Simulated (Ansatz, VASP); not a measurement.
**SiC in VASP and in Ansatz**

```
Si C
1.0
     0.00000    2.18987    2.18987
     2.18987    0.00000    2.18987
     2.18987    2.18987    0.00000
Si C
1 1
Direct
  0.75000 0.75000 0.75000
  0.00000 0.00000 0.00000
```

Alike in both runs: task single point; functional PBE; k mesh 10 × 10 × 10; occupations gaussian, width 0.02 eV; no spin polarisation.

|  | VASP | Ansatz |
| --- | --- | --- |
| version | VASP 6.6.1 | Ansatz 0.2.0 |
| potentials or method | VASP PAW PBE potentials, release 64 (Si, C), cutoff 600 eV | scalar-relativistic, plane waves, PAW |
| valence electrons in the cell | 8 | 8 |

|  | VASP | Ansatz | Ansatz less VASP |
| --- | --- | --- | --- |
| gap on the k mesh at the Fermi level (eV) | 1.37 | 1.37 | +0.002 |
| least direct gap on the mesh (eV) | 4.53 | 4.53 | +0.003 |
| pressure (GPa) | -0.2 | 0.0 | +0.19 |
